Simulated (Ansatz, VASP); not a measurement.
# One calculation of Zr3TiN4, two programs

```xyz
8
Lattice="4.5273 0.0000 0.0000 0.0000 4.5273 0.0000 0.0000 0.0000 4.5273" Properties=species:S:1:pos:R:3 pbc="T T T"
Zr    0.0000    0.0000    2.2636
Zr    2.2636    0.0000    0.0000
Zr    0.0000    2.2636    0.0000
Ti    2.2636    2.2636    2.2636
N     2.2636    2.2636    0.0000
N     0.0000    2.2636    2.2636
N     2.2636    0.0000    2.2636
N     0.0000    0.0000    0.0000
```

Alike in both runs: task single point; functional PBE; k mesh 6 × 6 × 6; occupations gaussian, width 0.2 eV; no spin polarisation.

```csv
,VASP,Ansatz
version,VASP 6.6.1,Ansatz 0.2.0
potentials or method,"VASP PAW PBE potentials, release 64 (Zr_sv, Ti_sv, N), cutoff 520 eV","scalar-relativistic, plane waves, PAW"
valence electrons in the cell,68,68
```

```tsv
	VASP	Ansatz	Ansatz less VASP
gap on the k mesh at the Fermi level (eV)	none	none	-
pressure (GPa)	0.4	0.1	-0.26
```

A gap of «none» marks a metal or a gap that the smearing closes.
